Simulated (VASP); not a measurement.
The system is Al3BN2.

```
Al B N
1.0
     3.70406    0.00000    0.00000
    -1.85203    3.20781    0.00000
     0.00000    0.00000    6.28675
Al B N
3 1 2
Direct
  0.33333 0.66667 0.00000
  0.66667 0.33333 0.00000
  0.00000 0.00000 0.00000
  0.00000 0.00000 0.50000
  0.00000 0.00000 0.27871
  0.00000 0.00000 0.72129
```

The cell was built from a structure type or drawn by symmetry, and may not be a known phase.

```yaml
Program: VASP 6.6.1
Task: relaxation of cell and atoms
Functional: PBE
Potentials_or_basis: VASP PAW PBE potentials, release 64 (Al, B, N)
Cutoff: 600 eV
k_mesh: 4 × 4 × 2
Occupations: gaussian, width 0.15 eV
Spin: no spin polarisation
```

At the start: pressure 62.3 GPa; volume 12.45 Å³/atom.

**Question.** How do energy, volume and symmetry change on relaxing?

**Answer.** Over 14 steps the energy falls by 1479.9 meV/atom and the volume is 19.78 Å³/atom (+58.9 %); space group P6/mmm (No. 191, to 0.1 Å) before and after.

Step by step:
```
step  energy change (eV)  largest force (eV/Å)  pressure (GPa)  volume (Å³)
   1              0.0000                4.6845           62.26        74.70
   2             -5.2978               19.8573            6.43       135.64
   3             -8.1010                6.3507            9.66       106.93
   4             -8.0968                7.2440            8.71       109.14
   5             -5.4285               10.0378           -9.72       138.60
   6             -8.7576                0.9949           -1.48       116.67
   7             -8.7697                0.3954           -0.72       115.86
   8             -8.7709                0.1512           -0.40       115.54
   9             -8.8640                0.5477            1.39       117.41
  10             -8.8713                0.4298            0.93       117.04
  11             -8.8732                0.7057            0.46       118.61
  12             -8.8773                0.1907            0.66       117.89
  13             -8.8779                0.0949           -0.52       119.33
  14             -8.8791                0.0339            0.01       118.67
```

Final structure:
```
Al B N
1.0
     4.70055    0.00000    0.00000
    -2.35027    4.07079    0.00000
     0.00000    0.00000    6.20188
Al B N
3 1 2
Direct
  0.33333 0.66667 0.00000
  0.66667 0.33333 0.00000
  0.00000 0.00000 0.00000
  0.00000 0.00000 0.50000
  0.00000 0.00000 0.28617
  0.00000 0.00000 0.71383
```

Caveat: the k points lie up to 0.51 Å⁻¹ apart in the final cell, too coarse for converged energies and pressures of a metal; the volume moved by over 15 % at a fixed basis, so the end points are rough; the relaxation stopped at a loose force limit of 0.08 eV/Å, so its end isn't a converged minimum.
